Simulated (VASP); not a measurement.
# PbO2 (fluorite type) (Fm-3m) in VASP: a series of runs

The runs below take PbO2 (fluorite type) through single point, relaxation of cell and atoms, with PBE.

Everything below comes from runs of VASP 6.6.1. Logs are shortened: lines on timing, memory, paths and dates and some standing lists are left out, and cuts for length are marked.

### Step 1. The cell of the first run

The structure is cubic, space group Fm-3m (No. 225). Conventional cell: a = 5.408 Å, b = 5.408 Å, c = 5.408 Å, α = 90.00°, β = 90.00°, γ = 90.00°. Pb (site symmetry m-3m) has 8 O at 2.34 Å within 3.1 Å. O (site symmetry -43m) has 4 Pb at 2.34 Å and 6 O at 2.70 Å within 3.1 Å.

### Step 2. Single point, PBE

Contents of INCAR:

```
PREC = Accurate ; ENCUT = 520
EDIFF = 1E-6 ; ISMEAR = -1
SIGMA = 0.08 ; LREAL = False
LASPH = True ; NELM = 60
ALGO = Normal ; ISIF = 2
LWAVE = False ; LCHARG = False
GGA = PE ; NBANDS = 20
```

Contents of KPOINTS:

```
Automatic mesh
0
Gamma
  11 11 11
```

Contents of POSCAR:

```
PbO2
1.0
    0.0000000000      2.7038654325      2.7038654325
    2.7038654325      0.0000000000      2.7038654325
    2.7038654325      2.7038654325      0.0000000000
Pb O
1 2
Direct
    0.0000000000      0.0000000000      0.0000000000
    0.2500000000      0.2500000000      0.2500000000
    0.7500000000      0.7500000000      0.7500000000
```

Potentials or basis: VASP PAW PBE potentials, release 64 (Pb_d, O).

Run with:

```bash
cat potpaw_PBE.64/Pb_d/POTCAR potpaw_PBE.64/O/POTCAR > POTCAR
mpirun -np 1 vasp_std > vasp.out
```

OUTCAR:

```text
PREC = Accurate
   ENCUT = 520
   EDIFF = 1E-6
   ISMEAR = -1
   LREAL = False
   LASPH = True
   NELM = 60
   ISIF = 2
   GGA = PE

 ion  position               nearest neighbor table
   1  0.000  0.000  0.000-   3 2.34   3 2.34   3 2.34   2 2.34   3 2.34   2 2.34   2 2.34   2 2.34

   2  0.250  0.250  0.250-   1 2.34   1 2.34   1 2.34   1 2.34
   3  0.750  0.750  0.750-   1 2.34   1 2.34   1 2.34   1 2.34

  LATTYP: Found a face centered cubic cell.
 ALAT       =     5.4077308650

  Lattice vectors:

 A1 = (   0.0000000000,   2.7038654325,   2.7038654325)
 A2 = (   2.7038654325,   0.0000000000,   2.7038654325)
 A3 = (   2.7038654325,   2.7038654325,   0.0000000000)

Analysis of symmetry for initial positions (statically):
=====================================================================
 Subroutine PRICEL returns:
 Original cell was already a primitive cell.

 Routine SETGRP: Setting up the symmetry group for a
 face centered cubic supercell.

 Subroutine GETGRP returns: Found 48 space group operations
 (whereof 48 operations were pure point group operations)
 out of a pool of 48 trial point group operations.

The static configuration has the point symmetry O_h .

Analysis of symmetry for dynamics (positions and initial velocities):
=====================================================================
 Subroutine PRICEL returns:
 Original cell was already a primitive cell.

 Routine SETGRP: Setting up the symmetry group for a
 face centered cubic supercell.

 Subroutine GETGRP returns: Found 48 space group operations
 (whereof 48 operations were pure point group operations)
 out of a pool of 48 trial point group operations.

The dynamic configuration has the point symmetry O_h .

 Subroutine INISYM returns: Found 48 space group operations
 (whereof 48 operations are pure point group operations),
 and found     1 'primitive' translations

----------------------------------------------------------------------------------------

                                     Primitive cell

  volume of cell :      39.5353

  direct lattice vectors                    reciprocal lattice vectors
     0.000000000  2.703865433  2.703865433    -0.184920445  0.184920445  0.184920445
     2.703865433  0.000000000  2.703865433     0.184920445 -0.184920445  0.184920445
     2.703865433  2.703865433  0.000000000     0.184920445  0.184920445 -0.184920445

  length of vectors
     3.823843165  3.823843165  3.823843165     0.320291607  0.320291607  0.320291607

  position of ions in fractional coordinates (direct lattice)
     0.000000000  0.000000000  0.000000000
     0.250000000  0.250000000  0.250000000
     0.750000000  0.750000000  0.750000000

  ion indices of the primitive-cell ions
   primitive index   ion index
                 1           1
                 2           2
                 3           3

----------------------------------------------------------------------------------------

 KPOINTS: Automatic mesh

Automatic generation of k-mesh.
 Grid dimensions read from file:
 generate k-points for:   11   11   11

 Generating k-lattice:

  Cartesian coordinates                     Fractional coordinates (reciprocal lattice)
    -0.016810950  0.016810950  0.016810950     0.090909091  0.000000000  0.000000000
     0.016810950 -0.016810950  0.016810950     0.000000000  0.090909091  0.000000000
     0.016810950  0.016810950 -0.016810950     0.000000000  0.000000000  0.090909091

  Length of vectors
     0.029117419  0.029117419  0.029117419

  Shift w.r.t. Gamma in fractional coordinates (k-lattice)
     0.000000000  0.000000000  0.000000000

 Subroutine IBZKPT returns following result:
 ===========================================

 Found     56 irreducible k-points:

 Following reciprocal coordinates:
            Coordinates               Weight
  0.000000  0.000000  0.000000      1.000000
  0.090909  0.000000  0.000000      8.000000
  0.181818  0.000000  0.000000      8.000000
  0.272727  0.000000  0.000000      8.000000
  0.363636  0.000000  0.000000      8.000000
  0.454545  0.000000  0.000000      8.000000
[... 16 lines left out ...]
 -0.272727  0.181818  0.000000     24.000000
 -0.181818  0.181818  0.000000     12.000000
 [... further k-points ...]
   k-points           NKPTS =     56   k-points in BZ     NKDIM =     56   number of bands    NBANDS=     20
   number of dos      NEDOS =    301   number of ions     NIONS =      3
   total plane-waves  NPLWV =  21952
   dimension x,y,z NGX =    28 NGY =   28 NGZ =   28
   dimension x,y,z NGXF=    56 NGYF=   56 NGZF=   56
   ions per type =               1   2
   NGX,Y,Z   is equivalent  to a cutoff of  12.17, 12.17, 12.17 a.u.
   NGXF,Y,Z  is equivalent  to a cutoff of  24.35, 24.35, 24.35 a.u.
 SYSTEM =  unknown system
   PREC   = accura    normal or accurate (medium, high low for compatibility)
   ISTART =      0    job   : 0-new  1-cont  2-samecut
   ICHARG =      2    charge: 1-file 2-atom 10-const
   ISPIN  =      1    spin polarized calculation?
   LNONCOLLINEAR =      F non collinear calculations
   LSORBIT =      F    spin-orbit coupling
   LASPH  =      T    aspherical Exc in radial PAW
   ENCUT  =  520.0 eV  38.22 Ry    6.18 a.u.   7.11  7.11  7.11*2*pi/ulx,y,z
   NELM   =     60;   NELMIN=  2; NELMDL= -5     # of ELM steps
   EDIFF  = 0.1E-05   stopping-criterion for ELM
   LREAL  =      F    real-space projection
   EDIFFG = 0.1E-04   stopping-criterion for IOM
   NSW    =      0    number of steps for IOM
   IBRION =     -1    ionic relax: 0-MD 1-quasi-New 2-CG
   NFREE  =      0    steps in history (QN), initial steepest desc. (CG)
   ISIF   =      2    stress and relaxation
   ISYM   =      2    0-nonsym 1-usesym 2-fastsym
   POTIM  = 0.5000    time-step for ionic-motion
   TEBEG  =    0.0;   TEEND  =   0.0 temperature during run
   PSTRESS=    0.0 pullay stress
   NELECT =      26.0000    total number of electrons
   NUPDOWN=      -1.0000    fix difference up-down
   EMIN   =  10.00;   EMAX   =-10.00  energy-range for DOS
   EFERMI =   0.00;   METHOD = LEGACY
   ISMEAR =    -1;   SIGMA  =   0.08  broadening in eV -4-tet -1-fermi 0-gaus
   EFERMI_NEDOS =   21; number of points for ismear=-14 and -15
   IALGO  =     38    algorithm
   IMIX   =      4    mixing-type and parameters
     AMIX     =   0.40;   BMIX     =  1.00
     AMIX_MAG =   1.60;   BMIX_MAG =  1.00
  volume/ion in A,a.u.               =      13.18        88.93
  Fermi-wavevector in a.u.,A,eV,Ry     =   1.423653  2.690314 27.576131  2.026788
  Thomas-Fermi vector in A             =   2.544228
   LORBIT       =      0    0 simple, 1 ext, 2 COOP (PROOUT), +10 PAW based schemes
   GGA     = PE    functional components
   LHFCALC =     F    Hartree Fock is set to
   AEXX    =    0.0000 exact exchange contribution
   IVDW    =     0    specifies the selected vdW correction
   LEPSILON=     F    determine dielectric tensor
   LRPA    =     F    only Hartree local field effects (RPA)
 non-spin polarized calculation
  energy-cutoff  :      520.00
  volume of cell :       39.54
 maximum number of plane-waves:      1074
   NGX = 15   NGY = 15   NGZ = 15

 number of electron      25.9999988 magnetization

 Free energy of the ion-electron system (eV)
  ---------------------------------------------------
  ext. energy  EPLUGINS =         0.00000000
  ---------------------------------------------------
  free energy    TOTEN  =       -15.61710772 eV

  energy without entropy =      -15.60648948  energy(sigma->0) =      -15.61179860

 E-fermi :   5.6950     XC(G=0): -11.1327

 val. band max:        5.5684315543   @ k =  -0.2727   0.4545   0.1818
 cond. band min:       5.7535232741   @ k =  -0.0909   0.0909   0.0000
 fundamental gap:      0.1850917197
 Fermi energy:         5.6950086622

 k-point     1 :       0.0000    0.0000    0.0000
  band No.  band energies     occupation
      1     -12.8814      2.00000
      2     -10.0858      2.00000
      3     -10.0764      2.00000
      4     -10.0764      2.00000
      5     -10.0764      2.00000
      6      -9.8465      2.00000
[... 12 lines left out ...]
     19      21.1772      0.00000
     20      21.1772      0.00000

 k-point     2 :       0.0909    0.0000    0.0000
  band No.  band energies     occupation
      1     -12.8148      2.00000
      2     -10.5744      2.00000
      3     -10.0664      2.00000
      4     -10.0664      2.00000
      5      -9.8473      2.00000
      6      -9.8473      2.00000
[... 12 lines left out ...]
     19      21.1013      0.00000
     20      21.1013      0.00000

 k-point     3 :       0.1818    0.0000    0.0000
  band No.  band energies     occupation
      1     -12.6352      2.00000
      2     -10.9947      2.00000
      3     -10.0425      2.00000
      4     -10.0425      2.00000
      5      -9.8462      2.00000
      6      -9.8462      2.00000
[... 12 lines left out ...]
     19      20.9436      0.00000
     20      20.9436      0.00000

 k-point     4 :       0.2727    0.0000    0.0000
  band No.  band energies     occupation
      1     -12.4144      2.00000
      2     -11.2699      2.00000
      3     -10.0196      2.00000
      4     -10.0196      2.00000
      5      -9.8357      2.00000
      6      -9.8357      2.00000
[... 12 lines left out ...]
     19      20.8052      0.00000
     20      20.8052      0.00000

 k-point     5 :       0.3636    0.0000    0.0000
  band No.  band energies     occupation
      1     -12.2825      2.00000
      2     -11.3220      2.00000
      3     -10.0085      2.00000
      4     -10.0085      2.00000
      5      -9.8151      2.00000
      6      -9.8151      2.00000
[... 12 lines left out ...]
     19      20.7182      0.00000
     20      20.7182      0.00000

 k-point     6 :       0.4545    0.0000    0.0000
  band No.  band energies     occupation
      1     -12.2666      2.00000
      2     -11.2371      2.00000
      3     -10.0063      2.00000
      4     -10.0063      2.00000
      5      -9.7983      2.00000
      6      -9.7982      2.00000
[... 12 lines left out ...]
     19      20.6731      0.00000
     20      20.6731      0.00000

 k-point     7 :       0.0909    0.0909    0.0000
  band No.  band energies     occupation
      1     -12.7919      2.00000
      2     -10.6586      2.00000
      3     -10.0579      2.00000
      4     -10.0579      2.00000
      5      -9.8543      2.00000
      6      -9.8415      2.00000
[... 12 lines left out ...]
     19      20.9404      0.00000
     20      21.2122      0.00000
[... 277 lines left out ...]
 k-point    20 :       0.4545    0.1818    0.0000
  band No.  band energies     occupation
      1     -12.1070      2.00000
      2     -11.5831      2.00000
      3      -9.9521      2.00000
      4      -9.9143      2.00000
      5      -9.7943      2.00000
      6      -9.6613      2.00000
[... 12 lines left out ...]
     19      21.2831      0.00000
     20      23.1317      0.00000

 k-point    21 :      -0.4545    0.1818    0.0000
  band No.  band energies     occupation
      1     -12.1273      2.00000
      2     -11.5304      2.00000
      3      -9.9523      2.00000
      4      -9.9025      2.00000
      5      -9.8023      2.00000
      6      -9.4995      2.00000
[... 12 lines left out ...]
     19      20.9889      0.00000
     20      23.2763      0.00000

 k-point    22 :      -0.3636    0.1818    0.0000
  band No.  band energies     occupation
      1     -12.1178      2.00000
      2     -11.5643      2.00000
      3      -9.9553      2.00000
      4      -9.8932      2.00000
      5      -9.8285      2.00000
      6      -9.5023      2.00000
[... 12 lines left out ...]
     19      20.6613      0.00000
     20      23.3617      0.00000

 k-point    23 :      -0.2727    0.1818    0.0000
  band No.  band energies     occupation
      1     -12.1458      2.00000
      2     -11.5886      2.00000
      3      -9.9674      2.00000
      4      -9.8943      2.00000
      5      -9.8566      2.00000
      6      -9.6493      2.00000
[... 12 lines left out ...]
     19      20.5076      0.00000
     20      23.1495      0.00000

 k-point    24 :      -0.1818    0.1818    0.0000
  band No.  band energies     occupation
      1     -12.3108      2.00000
      2     -11.4436      2.00000
      3      -9.9966      2.00000
      4      -9.9235      2.00000
      5      -9.8653      2.00000
      6      -9.7786      2.00000
[... 12 lines left out ...]
     19      20.5319      0.00000
     20      22.4164      0.00000

 [... further k-points ...]
[... 5 lines left out ...]
  --------------------------------------------------------------------------------------
  -------------------------------------------------------------------------------------
  Total        0.0546446      0.0546446      0.0546446      0.0000000      0.0000000      0.0000000
  in kB        2.2144844      2.2144844      2.2144844      0.0000000      0.0000000      0.0000000
  external PRESSURE =       2.2144844 kB  Pullay stress =       0.0000000 kB

 VOLUME and BASIS-vectors are now :
 -----------------------------------------------------------------------------
  energy-cutoff  :      520.00
  volume of cell :       39.54
      direct lattice vectors                 reciprocal lattice vectors
     0.000000000  2.703865433  2.703865433    -0.184920445  0.184920445  0.184920445
     2.703865433  0.000000000  2.703865433     0.184920445 -0.184920445  0.184920445
     2.703865433  2.703865433  0.000000000     0.184920445  0.184920445 -0.184920445

 POSITION                                       TOTAL-FORCE (eV/Angst)
 -----------------------------------------------------------------------------------
      0.00000      0.00000      0.00000        -0.000000      0.000000     -0.000000
      1.35193      1.35193      1.35193         0.000000      0.000000      0.000000
      4.05580      4.05580      4.05580        -0.000000     -0.000000     -0.000000
 -----------------------------------------------------------------------------------
    total drift:                                0.000000      0.000000      0.000000

  FREE ENERGIE OF THE ION-ELECTRON SYSTEM (eV)
  ---------------------------------------------------
  free  energy   TOTEN  =       -15.6171077194 eV

  energy  without entropy=      -15.6064894804  energy(sigma->0) =      -15.61179860
```

It took 53 s on 1 thread of Intel Xeon 8259CL, shared host; peak memory 0.18 GiB.

Results:

```yaml
Free_energy: -15.6171 eV
Pressure: 0.2 GPa
Band_gap_on_the_k_mesh: zero (bands 13 and 14 overlap by 1.16 eV)
```

Levels at points of the mesh, in eV from the Fermi level:
```csv
k point,band 10,band 11,band 12,band 13,band 14,band 15,band 16,band 17
"(0.00, 0.00, 0.00)",-2.05,-2.05,-1.29,-1.29,-1.29,6.90,6.90,6.90
```

Caveat: spin-orbit coupling is left out, which moves the levels of the heavy elements.

### Step 3. Relaxation of cell and atoms, PBE

This run uses another cell than the first one, of 11.12 Å³/atom.

Contents of INCAR:

```
  PREC = Accurate
  ENCUT = 600
  EDIFF = 1E-6
  ISMEAR = -1
  SIGMA = 0.08
  LREAL = False
  LASPH = True
  NELM = 60
  ALGO = Normal
  ISIF = 3
  LWAVE = False
  LCHARG = False
  GGA = PE
  IBRION = 2
  NSW = 100
  EDIFFG = -0.005
```

KPOINTS is that of step 2.

Contents of POSCAR:

```
PbO2
1.0
    0.0000000000      2.5553258337      2.5553258337
    2.5553258337      0.0000000000      2.5553258337
    2.5553258337      2.5553258337      0.0000000000
Pb O
1 2
Direct
    0.0000000000      0.0000000000      0.0000000000
    0.2500000000      0.2500000000      0.2500000000
    0.7500000000      0.7500000000      0.7500000000
```

Potentials or basis: VASP PAW PBE potentials, release 64 (Pb_d, O).

Run with:

```bash
cat potpaw_PBE.64/Pb_d/POTCAR potpaw_PBE.64/O/POTCAR > POTCAR
mpirun -np 1 vasp_std > vasp.out
```

Wall time 2.9 min (1 thread of Intel Xeon 8259CL, shared host); peak memory 0.2 GiB.

The run converged. Its results:

```yaml
Free_energy: -15.6095 eV
Relaxed_volume: 13.19 Å³/atom
Relaxed_cell: a = 3.825 Å, b = 3.825 Å, c = 3.825 Å, α = 60.00°, β = 60.00°, γ = 60.00°
Space_group_after_relaxing_to_0.1_Å: Fm-3m (No. 225)
Energy_gained_by_relaxing: 190.1 meV/atom
Ionic_steps: 4
Pressure_after_relaxing: 0.1 GPa
Band_gap_on_the_k_mesh: zero (bands 13 and 14 overlap by 1.16 eV)
```

The path:
| step | energy change (eV) | largest force (eV/Å) | pressure (GPa) | volume (Å³) |
| --- | --- | --- | --- | --- |
| 1 | 0.0000 | 0.0000 | 34.80 | 33.37 |
| 2 | -0.2169 | 0.0000 | -14.15 | 46.45 |
| 3 | -0.5702 | 0.0000 | -0.37 | 39.72 |
| 4 | -0.5703 | 0.0000 | 0.05 | 39.58 |

Final structure:
```cif
data_structure
_symmetry_space_group_name_H-M 'P 1'
_symmetry_Int_Tables_number 1
_cell_length_a 3.8254
_cell_length_b 3.8254
_cell_length_c 3.8254
_cell_angle_alpha 60.000
_cell_angle_beta 60.000
_cell_angle_gamma 60.000
_cell_volume 39.58
loop_
_atom_site_label
_atom_site_type_symbol
_atom_site_fract_x
_atom_site_fract_y
_atom_site_fract_z
_atom_site_occupancy
Pb1 Pb 0.00000 0.00000 0.00000 1
O1 O 0.25000 0.25000 0.25000 1
O2 O 0.75000 0.75000 0.75000 1
```

Levels at points of the mesh, in eV from the Fermi level:
```tsv
k point	band 10	band 11	band 12	band 13	band 14	band 15	band 16	band 17
(0.00, 0.00, 0.00)	-2.05	-2.05	-1.28	-1.28	-1.28	6.89	6.89	6.89
```

Caveat: the volume moved by over 15 % at a fixed basis, so the end points are rough; spin-orbit coupling is left out, which moves the levels of the heavy elements.
